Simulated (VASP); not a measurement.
Crystal: ZnPb6F.

```xyz
8
Lattice="0.0000 4.9237 4.9237 4.9237 0.0000 4.9237 4.9237 4.9237 0.0000" Properties=species:S:1:pos:R:3 pbc="T T T"
Zn    0.0000    0.0000    0.0000
Pb    2.7784    4.9237    4.9237
Pb    7.0690    4.9237    4.9237
Pb    4.9237    2.7784    4.9237
Pb    4.9237    7.0690    4.9237
Pb    4.9237    4.9237    2.7784
Pb    4.9237    4.9237    7.0690
F     4.9237    4.9237    4.9237
```

The cell was built from a structure type or drawn by symmetry, and may not be a known phase.

```yaml
Program: VASP 6.6.1
Task: relaxation of cell and atoms
Functional: PBE
Potentials_or_basis: VASP PAW PBE potentials, release 64 (Zn, Pb_d, F)
Cutoff: 600 eV
k_mesh: 4 × 4 × 4
Occupations: gaussian, width 0.1 eV
Spin: no spin polarisation
```

At the start: pressure 18.7 GPa; volume 29.84 Å³/atom.

Where does the relaxation end?

Over 10 steps the energy falls by 648.4 meV/atom and the volume is 38.51 Å³/atom (+29.1 %); space group Fm-3m (No. 225, to 0.1 Å) before and after.

The path:
```csv
step,energy change (eV),largest force (eV/Å),pressure (GPa),volume (Å³)
1,0.0000,5.4804,18.66,238.73
2,-4.3016,0.2550,-3.41,380.06
3,-5.0631,0.3950,-0.39,313.97
4,-5.0657,0.3450,-0.70,317.89
5,-5.0658,0.3658,-0.57,316.16
6,-5.1134,0.3151,-0.20,310.59
7,-5.1454,0.1626,0.78,299.17
8,-5.1473,0.1989,0.56,301.39
9,-5.1765,0.0938,0.31,304.75
10,-5.1874,0.0085,0.09,308.12
```

Final structure:
```
Zn Pb F
1.0
     0.00000    5.36078    5.36078
     5.36078    0.00000    5.36078
     5.36078    5.36078    0.00000
Zn Pb F
1 6 1
Direct
  0.00000 0.00000 0.00000
  0.74373 0.25627 0.25627
  0.25627 0.74373 0.74373
  0.25627 0.74373 0.25627
  0.74373 0.25627 0.74373
  0.25627 0.25627 0.74373
  0.74373 0.74373 0.25627
  0.50000 0.50000 0.50000
```

Caveat: the volume moved by over 15 % at a fixed basis, so the end points are rough; an odd number of electrons without spin polarisation forces a metal; a magnetic or distorted state may lie lower.
